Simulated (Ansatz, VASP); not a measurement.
**P in VASP and in Ansatz**

Contents of INCAR:

```
SYSTEM = P
PREC     = Accurate       ! precision mode
ENCUT    = 400            ! plane-wave cutoff, eV
EDIFF    = 1E-8           ! SCF threshold, eV
ISMEAR   = -1             ! smearing method
SIGMA    = 0.08           ! smearing width, eV
LREAL    = .FALSE.        ! projectors in reciprocal space
LASPH    = .TRUE.         ! aspherical terms in the spheres
NELM     = 120            ! most SCF steps
ALGO     = Normal         ! electronic algorithm
ISIF     = 2              ! what is computed and relaxed
LWAVE    = .FALSE.        ! write WAVECAR
LCHARG   = .FALSE.        ! write CHGCAR
GGA      = PS             ! functional
LEFG     = .TRUE.       
NBANDS   = 8              ! bands
GGA_COMPAT= .FALSE.
```

KPOINTS

```
regular mesh
0
G
  10 10 9
  0 0 0
```

Contents of POSCAR:

```
P
1.0
    4.2586140990      0.0000000000      0.0000000000
    0.0000000000      4.2586140990      0.0000000000
    0.0000000000      0.0000000000      4.3633577502
P
1
Direct
    0.0000000000      0.0000000000      0.0000000000
```

Input for Ansatz:

```yaml
crystal:
  lattice:
    - [4.258614099, 0.0, 0.0]
    - [0.0, 4.258614099, 0.0]
    - [0.0, 0.0, 4.3633577502]
  atoms:
    - { symbol: P, position: [0.0, 0.0, 0.0] }
kpoints:
  mp_grid: { grid: [10, 10, 9] }
scf:
  occupations: { method: fermi_dirac, width: 0.08 }
hamiltonian:
  xc: pbesol
  pseudopotentials: { kind: paw }
output:
  forces: true
  stress: true
  eigenvalues: true
  efg: { contact_densities: true }
```

Change from the starting cell: volume scaled by 0.99, PAW files.

Alike in both runs: task electric field gradients; functional PBEsol; k mesh 10 × 10 × 9; occupations fermi-dirac, width 0.08 eV; no spin polarisation.

```csv
,VASP,Ansatz
version,VASP 6.6.1,Ansatz 0.2.0
potentials or method,"VASP PAW PBE potentials, release 64 (P)","PAW with Ansatz's default frozen-core files, scalar-relativistic"
plane-wave cutoff (eV),400,420
valence electrons in the cell,5,5
```

```csv
,VASP,Ansatz,Ansatz less VASP
pressure (GPa),-3.9,-3.9,0.00
"traceless stress, the component that is largest in VASP (GPa)",0.32,0.32,0.000
size of Vzz on the site where it differs most (V/Å²),0.7,0.7,-0.06
```

VASP's potentials were made for PBE, not for PBEsol. With one functional, cell and mesh, what is left measures potentials, basis and numerics.
